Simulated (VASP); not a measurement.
Input of a VASP 6.6.1 run:

File INCAR:

```
ALGO     = Normal         # electronic algorithm
EDIFF    = 1E-6           # SCF threshold, eV
ENCUT    = 520            # plane-wave cutoff, eV
GGA      = PE             # functional
ISIF     = 2              # what is computed and relaxed
ISMEAR   = 0              # smearing method
LASPH    = T              # aspherical terms in the spheres
LCHARG   = T              # write CHGCAR
LELF     = T              # ELF
LREAL    = F              # projectors in reciprocal space
LVHAR    = T            
LWAVE    = F              # write WAVECAR
NBANDS   = 22             # bands
NELM     = 100            # most SCF steps
PREC     = Accurate       # precision mode
SIGMA    = 0.1            # smearing width, eV
```

The input KPOINTS:

```
k-points
0
Gamma
  6 6 2
```

File POSCAR:

```
Hf
1.0
    3.0276931800      0.0000000000      0.0000000000
   -1.5138465900      2.6220592000      0.0000000000
    0.0000000000      0.0000000000      8.2383103000
Hf
3
Direct
    0.0000000000      0.0000000000      0.0000000000
    0.6666666700      0.3333333300      0.7225812200
    0.3333333300      0.6666666700      0.2774187800
```

Potentials or basis: VASP PAW PBE potentials, release 64 (Hf_pv).

Launch:

```bash
$ cat potpaw_PBE.64/Hf_pv/POTCAR > POTCAR
$ mpirun -np 1 vasp_std > vasp.out
```

(1) Estimate the band gap on the k mesh.

(2) Estimate the largest force.

## Answers

(1) zero (bands 15 and 16 overlap by 1.32 eV).

(2) 2.579 eV/Å.

Caveat: the k points lie up to 0.40 Å⁻¹ apart, too coarse for converged energies and pressures of a metal; spin-orbit coupling is left out, which moves the levels of the heavy elements; forces of over 1 eV/Å act on the atoms, so gaps and moduli don't describe the material at rest.
